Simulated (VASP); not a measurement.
Input of a VASP 6.6.1 run:

The input POSCAR:

```
KF
1.0
    0.0000000000      2.9354014298      2.9354014298
    2.9354014298      0.0000000000      2.9354014298
    2.9354014298      2.9354014298      0.0000000000
K F
1 1
Direct
    0.0000000000      0.0000000000      0.0000000000
    0.2500000000      0.2500000000      0.2500000000
```

Contents of INCAR.step1:

```
SYSTEM = KF
ALGO = Normal
EDIFF = 1E-5
ENCUT = 520
GGA = PE
ISIF = 2
ISMEAR = 0
LASPH = .True.
LCHARG = .False.
LREAL = .False.
LWAVE = .True.
NBANDS = 15
NELM = 80
PREC = Accurate
SIGMA = 0.01
```

The input INCAR.step2:

```
SYSTEM = KF
AEXX = 0.35
ALGO = Normal
EDIFF = 1E-6
ENCUT = 520
GGA = PE
HFSCREEN = 0.5
ISIF = 2
ISMEAR = 0
ISTART = 1
LASPH = .True.
LCHARG = .False.
LHFCALC = .True.
LREAL = .False.
LWAVE = .False.
NBANDS = 15
NELM = 80
PREC = Accurate
PRECFOCK = Normal
SIGMA = 0.01
```

Contents of KPOINTS:

```
k-points
0
Gamma
  4 4 4
  0 0 0
```

Potentials or basis: VASP PAW PBE potentials, release 64 (K_sv, F).

The run is started by

```bash
$ cat potpaw_PBE.64/K_sv/POTCAR potpaw_PBE.64/F/POTCAR > POTCAR
$ cp INCAR.step1 INCAR
$ mpirun -np 1 vasp_std > vasp.out
$ cp INCAR.step2 INCAR
$ mpirun -np 1 vasp_std > vasp.out
```

(1) What does it give for the band gap on the k mesh?

(2) What does it give for the pressure?

Results:

(1) 6.78 eV (least direct gap 6.99 eV).

(2) 0.3 GPa.

Caveat: the k points lie up to 0.46 Å⁻¹ apart; the PAW data sets were made with another functional, which shifts forces and pressure a little.
